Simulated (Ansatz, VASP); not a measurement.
**One calculation of BN, two programs**

```
B N
1.0
     1.24272    0.71749    3.35030
    -1.24272    0.71749    3.35030
     0.00000   -1.43497    3.35030
B N
1 1
Direct
  0.99967 0.99967 0.99967
  0.33276 0.33276 0.33276
```

Alike in both runs: task single point; functional r2SCAN; dispersion D4; k mesh 10 × 10 × 10; no spin polarisation.

|  | VASP | Ansatz |
| --- | --- | --- |
| version | VASP 6.6.1 | Ansatz 0.2.0 |
| potentials or method | VASP PAW PBE potentials, release 64 (B, N), cutoff 520 eV | plane waves, PAW |
| occupations | gaussian, width 0.01 eV | fixed |
| valence electrons in the cell | 8 | 8 |

Ansatz gave:

* pressure (GPa): 3.8
* traceless stress, the component that is largest in VASP (GPa): -4.32

Problem. Estimate VASP's values.

Solution. Pressure (GPa): 4.2; traceless stress, the component that is largest in VASP (GPa): -5.03.

VASP's potentials were made for PBE, not for r2SCAN.
